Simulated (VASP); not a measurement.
# Au (P6_3/mmc) in VASP: notebook

Au is run at these levels: PBEsol; tasks: single point, relaxation of cell and atoms.

Program: VASP 6.6.1. These are calculated values, not measurements. Logs are shortened: lines on timing, memory, paths and dates and some standing lists are left out, and cuts for length are marked.

## (1) The cell of the first run

It takes space group P6_3/mmc (No. 194, hexagonal). The conventional cell has a = 2.864 Å, b = 2.864 Å, c = 4.790 Å, α = 90.00°, β = 90.00°, γ = 120.00°. Au (site symmetry -6m2) has 12 Au at 2.86 to 2.91 Å within 3.8 Å.

## (2) Single point, PBEsol

File INCAR:

```
ALGO = Normal
EDIFF = 1E-6
ENCUT = 520
GGA = PS
ISIF = 2
ISMEAR = -1
LASPH = T
LCHARG = T
LELF = T
LREAL = F
LVHAR = T
LWAVE = F
NBANDS = 18
NELM = 80
PREC = Accurate
SIGMA = 0.1
```

File KPOINTS:

```
k-points
0
Gamma
  14 14 8
```

File POSCAR:

```
Au
1.0
    2.8644931134      0.0000000000      0.0000000000
   -1.4322465567      2.4807238052      0.0000000000
    0.0000000000      0.0000000000      4.7899162086
Au
2
Direct
    0.3333333333      0.6666666667      0.2500000000
    0.6666666667      0.3333333333      0.7500000000
```

Potentials or basis: VASP PAW PBE potentials, release 64 (Au).

Command:

```bash
> cat potpaw_PBE.64/Au/POTCAR > POTCAR
> mpirun -np 1 vasp_std > vasp.out
```

OUTCAR:

```text
EDIFF = 1E-6
   ENCUT = 520
   GGA = PS
   ISIF = 2
   ISMEAR = -1
   LASPH = T
   LREAL = F
   NELM = 80
   PREC = Accurate

 ion  position               nearest neighbor table
   1  0.333  0.667  0.250-   2 2.91   2 2.91   2 2.91   2 2.91   2 2.91   2 2.91
   2  0.667  0.333  0.750-   1 2.91   1 2.91   1 2.91   1 2.91   1 2.91   1 2.91

  LATTYP: Found a hexagonal cell.
 ALAT       =     2.8644931134
 C/A-ratio  =     1.6721688686

  Lattice vectors:

 A1 = (   2.8644931134,   0.0000000000,   0.0000000000)
 A2 = (  -1.4322465567,   2.4807238052,   0.0000000000)
 A3 = (   0.0000000000,   0.0000000000,   4.7899162086)

Analysis of symmetry for initial positions (statically):
=====================================================================
 Subroutine PRICEL returns:
 Original cell was already a primitive cell.

 Routine SETGRP: Setting up the symmetry group for a
 hexagonal supercell.

 Subroutine GETGRP returns: Found 24 space group operations
 (whereof 12 operations were pure point group operations)
 out of a pool of 24 trial point group operations.

The static configuration has the point symmetry D_3d.
 The point group associated with its full space group is D_6h.

Analysis of symmetry for dynamics (positions and initial velocities):
=====================================================================
 Subroutine PRICEL returns:
 Original cell was already a primitive cell.

 Routine SETGRP: Setting up the symmetry group for a
 hexagonal supercell.

 Subroutine GETGRP returns: Found 24 space group operations
 (whereof 12 operations were pure point group operations)
 out of a pool of 24 trial point group operations.

The dynamic configuration has the point symmetry D_3d.
 The point group associated with its full space group is D_6h.

 Subroutine INISYM returns: Found 24 space group operations
 (whereof 12 operations are pure point group operations),
 and found     1 'primitive' translations

----------------------------------------------------------------------------------------

                                     Primitive cell

  volume of cell :      34.0372

  direct lattice vectors                    reciprocal lattice vectors
     2.864493113  0.000000000  0.000000000     0.349101904  0.201554078  0.000000000
    -1.432246557  2.480723805  0.000000000     0.000000000  0.403108157  0.000000000
     0.000000000  0.000000000  4.789916209     0.000000000  0.000000000  0.208771919

  length of vectors
     2.864493113  2.864493113  4.789916209     0.403108157  0.403108157  0.208771919

  position of ions in fractional coordinates (direct lattice)
     0.333333333  0.666666667  0.250000000
     0.666666667  0.333333333  0.750000000

  ion indices of the primitive-cell ions
   primitive index   ion index
                 1           1
                 2           2

----------------------------------------------------------------------------------------

 KPOINTS: k-points

Automatic generation of k-mesh.
 Grid dimensions read from file:
 generate k-points for:   14   14    8

 Generating k-lattice:

  Cartesian coordinates                     Fractional coordinates (reciprocal lattice)
     0.024935850  0.014396720  0.000000000     0.071428571 -0.000000000  0.000000000
     0.000000000  0.028793440  0.000000000     0.000000000  0.071428571  0.000000000
     0.000000000  0.000000000  0.026096490     0.000000000  0.000000000  0.125000000

  Length of vectors
     0.028793440  0.028793440  0.026096490

  Shift w.r.t. Gamma in fractional coordinates (k-lattice)
     0.000000000  0.000000000  0.000000000

 Subroutine IBZKPT returns following result:
 ===========================================

 Found    120 irreducible k-points:

 Following reciprocal coordinates:
            Coordinates               Weight
  0.000000  0.000000  0.000000      1.000000
  0.071429  0.000000  0.000000      6.000000
  0.142857  0.000000  0.000000      6.000000
  0.214286 -0.000000  0.000000      6.000000
  0.285714  0.000000  0.000000      6.000000
  0.357143  0.000000  0.000000      6.000000
[... 16 lines left out ...]
  0.285714  0.285714  0.000000      6.000000
  0.357143  0.285714  0.000000      6.000000
 [... further k-points ...]
   k-points           NKPTS =    120   k-points in BZ     NKDIM =    120   number of bands    NBANDS=     18
   number of dos      NEDOS =    301   number of ions     NIONS =      2
   total plane-waves  NPLWV =  20736
   dimension x,y,z NGX =    24 NGY =   24 NGZ =   36
   dimension x,y,z NGXF=    48 NGYF=   48 NGZF=   72
   ions per type =               2
   NGX,Y,Z   is equivalent  to a cutoff of  13.93, 13.93, 12.49 a.u.
   NGXF,Y,Z  is equivalent  to a cutoff of  27.86, 27.86, 24.99 a.u.
 SYSTEM =  unknown system
   PREC   = accura    normal or accurate (medium, high low for compatibility)
   ISTART =      0    job   : 0-new  1-cont  2-samecut
   ICHARG =      2    charge: 1-file 2-atom 10-const
   ISPIN  =      1    spin polarized calculation?
   LNONCOLLINEAR =      F non collinear calculations
   LSORBIT =      F    spin-orbit coupling
   LASPH  =      T    aspherical Exc in radial PAW
   ENCUT  =  520.0 eV  38.22 Ry    6.18 a.u.   5.33  5.33  8.91*2*pi/ulx,y,z
   NELM   =     80;   NELMIN=  2; NELMDL= -5     # of ELM steps
   EDIFF  = 0.1E-05   stopping-criterion for ELM
   LREAL  =      F    real-space projection
   EDIFFG = 0.1E-04   stopping-criterion for IOM
   NSW    =      0    number of steps for IOM
   IBRION =     -1    ionic relax: 0-MD 1-quasi-New 2-CG
   NFREE  =      0    steps in history (QN), initial steepest desc. (CG)
   ISIF   =      2    stress and relaxation
   ISYM   =      2    0-nonsym 1-usesym 2-fastsym
   POTIM  = 0.5000    time-step for ionic-motion
   TEBEG  =    0.0;   TEEND  =   0.0 temperature during run
   PSTRESS=    0.0 pullay stress
   NELECT =      22.0000    total number of electrons
   NUPDOWN=      -1.0000    fix difference up-down
   EMIN   =  10.00;   EMAX   =-10.00  energy-range for DOS
   EFERMI =   0.00;   METHOD = LEGACY
   ISMEAR =    -1;   SIGMA  =   0.10  broadening in eV -4-tet -1-fermi 0-gaus
   EFERMI_NEDOS =   21; number of points for ismear=-14 and -15
   IALGO  =     38    algorithm
   IMIX   =      4    mixing-type and parameters
     AMIX     =   0.40;   BMIX     =  1.00
     AMIX_MAG =   1.60;   BMIX_MAG =  1.00
  volume/ion in A,a.u.               =      17.02       114.85
  Fermi-wavevector in a.u.,A,eV,Ry     =   1.415460  2.674832 27.259651  2.003528
  Thomas-Fermi vector in A             =   2.536896
   LORBIT       =      0    0 simple, 1 ext, 2 COOP (PROOUT), +10 PAW based schemes
   GGA     = PS    functional components
   LHFCALC =     F    Hartree Fock is set to
   AEXX    =    0.0000 exact exchange contribution
   IVDW    =     0    specifies the selected vdW correction
   LEPSILON=     F    determine dielectric tensor
   LRPA    =     F    only Hartree local field effects (RPA)
 non-spin polarized calculation
  energy-cutoff  :      520.00
  volume of cell :       34.04
 maximum number of plane-waves:       936
 NGX is ok and might be reduce to    24
   NGX = 11   NGY = 11   NGZ = 17

 number of electron      22.0000004 magnetization

 Free energy of the ion-electron system (eV)
  ---------------------------------------------------
  ext. energy  EPLUGINS =         0.00000000
  ---------------------------------------------------
  free energy    TOTEN  =        -7.83756610 eV

  energy without entropy =       -7.81231020  energy(sigma->0) =       -7.82493815

 E-fermi :   9.2635     XC(G=0): -12.8930

 val. band max:        9.2056017675   @ k =   0.5000   0.0000   0.2500
 cond. band min:       9.2635792290   @ k =   0.3571   0.1429   0.2500
 fundamental gap:      0.0579774615
 Fermi energy:         9.2635309679

 k-point     1 :       0.0000    0.0000    0.0000
  band No.  band energies     occupation
      1      -0.6361      2.00000
      2       1.8746      2.00000
      3       4.4550      2.00000
      4       4.7145      2.00000
      5       4.7145      2.00000
      6       5.0353      2.00000
[... 10 lines left out ...]
     17      27.7284      0.00000
     18      27.7284      0.00000

 k-point     2 :       0.0714    0.0000    0.0000
  band No.  band energies     occupation
      1      -0.4743      2.00000
      2       2.0088      2.00000
      3       4.3856      2.00000
      4       4.7710      2.00000
      5       4.8233      2.00000
      6       4.9781      2.00000
[... 10 lines left out ...]
     17      26.8723      0.00000
     18      27.1226      0.00000

 k-point     3 :       0.1429    0.0000    0.0000
  band No.  band energies     occupation
      1      -0.0064      2.00000
      2       2.3659      2.00000
      3       4.2105      2.00000
      4       4.7677      2.00000
      5       5.0355      2.00000
      6       5.1058      2.00000
[... 10 lines left out ...]
     17      25.8021      0.00000
     18      27.1127      0.00000

 k-point     4 :       0.2143   -0.0000    0.0000
  band No.  band energies     occupation
      1       0.7022      2.00000
      2       2.7488      2.00000
      3       4.1185      2.00000
      4       4.3999      2.00000
      5       4.5965      2.00000
      6       5.2610      2.00000
[... 375 lines left out ...]
      4       4.4931      2.00000
      5       4.5183      2.00000
      6       4.7998      2.00000
[... 10 lines left out ...]
     17      21.3690      0.00000
     18      22.5609      0.00000

 k-point    23 :       0.2857    0.2857    0.0000
  band No.  band energies     occupation
      1       3.1045      2.00000
      2       3.3646      2.00000
      3       3.6390      2.00000
      4       4.1062      2.00000
      5       4.4419      2.00000
      6       4.7898      2.00000
[... 10 lines left out ...]
     17      21.0452      0.00000
     18      21.5797      0.00000

 k-point    24 :       0.3571    0.2857    0.0000
  band No.  band energies     occupation
      1       3.0788      2.00000
      2       3.5239      2.00000
      3       3.5804      2.00000
      4       4.2351      2.00000
      5       4.5069      2.00000
      6       4.6441      2.00000
[... 10 lines left out ...]
     17      20.4166      0.00000
     18      20.6382      0.00000

 [... further k-points ...]

------------------------ aborting loop because EDIFF is reached ----------------------------------------

  FORCE on cell =-STRESS in cart. coord.  units (eV):
  Direction    XX          YY          ZZ          XY          YZ          ZX
  --------------------------------------------------------------------------------------
  -------------------------------------------------------------------------------------
  Total       -0.0413337     -0.0413337     -0.0091432      0.0000000      0.0000000      0.0000000
  in kB       -1.9456339     -1.9456339     -0.4303834      0.0000000      0.0000000      0.0000000
  external PRESSURE =      -1.4405504 kB  Pullay stress =       0.0000000 kB

 VOLUME and BASIS-vectors are now :
 -----------------------------------------------------------------------------
  energy-cutoff  :      520.00
  volume of cell :       34.04
      direct lattice vectors                 reciprocal lattice vectors
     2.864493113  0.000000000  0.000000000     0.349101904  0.201554078  0.000000000
    -1.432246557  2.480723805  0.000000000     0.000000000  0.403108157  0.000000000
     0.000000000  0.000000000  4.789916209     0.000000000  0.000000000  0.208771919

 POSITION                                       TOTAL-FORCE (eV/Angst)
 -----------------------------------------------------------------------------------
     -0.00000      1.65382      1.19748         0.000000      0.000000      0.000000
      1.43225      0.82691      3.59244        -0.000000     -0.000000      0.000000
 -----------------------------------------------------------------------------------
    total drift:                                0.000000     -0.000000      0.000000

  FREE ENERGIE OF THE ION-ELECTRON SYSTEM (eV)
  ---------------------------------------------------
  free  energy   TOTEN  =        -7.8375660975 eV

  energy  without entropy=       -7.8123101999  energy(sigma->0) =       -7.82493815
```

It took 22 s on 1 thread of Intel Xeon 6975P-C (Granite Rapids), shared host; peak memory 0.19 GiB.

Results:

| Item | Value |
| --- | --- |
| Free energy | -7.8376 eV |
| Pressure | -0.1 GPa |
| Band gap on the k mesh | zero (band 11 reaches 13.17 eV, above the bottom of band 12 at 6.65 eV) |

Caveat: the PAW data sets were made with another functional, which shifts forces and pressure a little; spin-orbit coupling is left out, which moves the levels of the heavy elements.

## (3) Single point, PBEsol (volume scaled by 1.04)

File INCAR:

```
SYSTEM = Au
PREC = Accurate
ENCUT = 520
EDIFF = 1E-7
ISMEAR = -1
SIGMA = 0.1
LREAL = .FALSE.
LASPH = .TRUE.
NELM = 80
ALGO = Normal
ISIF = 2
LWAVE = .FALSE.
LCHARG = .FALSE.
GGA = PS
NBANDS = 18
```

File KPOINTS:

```
regular mesh
0
G
  14 14 8
  0 0 0
```

File POSCAR:

```
Au
1.0
    2.9021881350      0.0000000000      0.0000000000
   -1.4510940675      2.5133686515      0.0000000000
    0.0000000000      0.0000000000      4.8529486503
Au
2
Direct
    0.3333333333      0.6666666667      0.2500000000
    0.6666666667      0.3333333333      0.7500000000
```

Potentials or basis: VASP PAW PBE potentials, release 64 (Au).

Command:

```bash
> cat potpaw_PBE.64/Au/POTCAR > POTCAR
> mpirun -np 1 vasp_std > vasp.out
```

Wall time 24 s (1 thread of Intel Xeon 6975P-C (Granite Rapids), shared host); peak memory 0.2 GiB.

Results (log left out):

```
Free energy            : -7.8108 eV
Pressure               : -6.1 GPa
Band gap on the k mesh : zero (band 11 reaches 12.39 eV, above the bottom of band 12 at 6.08 eV)
```

Stress tensor (GPa, compression positive):
```
-6.25  0.00  0.00
 0.00 -6.25  0.00
 0.00  0.00 -5.88
```

Levels at points of the mesh, in eV from the Fermi level:
```tsv
k point	band 9	band 10	band 11	band 12	band 13	band 14
(0.00, 0.00, 0.00)	-3.41	-2.10	-2.10	-0.97	2.57	14.58
(0.50, 0.00, 0.00)	-1.82	-1.64	0.37	1.49	5.67	7.11
(0.00, 0.00, 0.50)	-2.53	-2.53	-2.53	-2.53	10.47	10.47
(0.50, 0.00, 0.50)	-1.71	-1.71	0.52	0.52	3.77	3.77
```

Caveat: the PAW data sets were made with another functional, which shifts forces and pressure a little; spin-orbit coupling is left out, which moves the levels of the heavy elements.

## (4) Single point, PBEsol (volume scaled by 1.08)

File INCAR:

```
SYSTEM = Au
PREC = Accurate ; ENCUT = 520
EDIFF = 1E-6 ; ISMEAR = -1
SIGMA = 0.1 ; LREAL = .FALSE.
LASPH = .TRUE. ; NELM = 60
ALGO = Normal ; ISIF = 2
LWAVE = .FALSE. ; LCHARG = .TRUE.
GGA = PS ; LELF = .TRUE.
LVHAR = .TRUE. ; NBANDS = 18
```

KPOINTS is that of step 3.

File POSCAR:

```
Au
1.0
    2.9389285940      0.0000000000      0.0000000000
   -1.4694642970      2.5451868223      0.0000000000
    0.0000000000      0.0000000000      4.9143849020
Au
2
Direct
    0.3333333333      0.6666666667      0.2500000000
    0.6666666667      0.3333333333      0.7500000000
```

Command:

```bash
> cat potpaw_PBE.64/Au/POTCAR > POTCAR
> mpirun -np 1 vasp_std > vasp.out
```

Run time: 24 s. Hardware: 1 thread of Intel Xeon 6975P-C (Granite Rapids), shared host; peak memory 0.2 GiB.

It converged, with:

```
Free energy            : -7.7397 eV
Pressure               : -10.6 GPa
Band gap on the k mesh : zero (band 11 reaches 11.65 eV, above the bottom of band 12 at 5.56 eV)
```

Stress tensor (GPa, compression positive):
```
-10.83   0.00   0.00
  0.00 -10.83   0.00
  0.00   0.00 -10.29
```

Levels at points of the mesh, in eV from the Fermi level:
| k point | band 8 | band 9 | band 10 | band 11 | band 12 | band 13 | band 14 | band 15 |
| --- | --- | --- | --- | --- | --- | --- | --- | --- |
| (0.00, 0.00, 0.00) | -3.28 | -3.28 | -2.06 | -2.06 | -0.79 | 2.40 | 14.59 | 15.72 |
| (0.50, 0.00, 0.00) | -1.84 | -1.80 | -1.63 | 0.37 | 1.40 | 5.57 | 6.84 | 7.05 |
| (0.00, 0.00, 0.50) | -4.19 | -2.47 | -2.47 | -2.47 | -2.47 | 10.22 | 10.22 | 14.85 |
| (0.50, 0.00, 0.50) | -2.24 | -1.70 | -1.70 | 0.60 | 0.60 | 3.58 | 3.58 | 12.94 |

Caveat: the PAW data sets were made with another functional, which shifts forces and pressure a little; spin-orbit coupling is left out, which moves the levels of the heavy elements.

(Continued in part 2 of 2.)
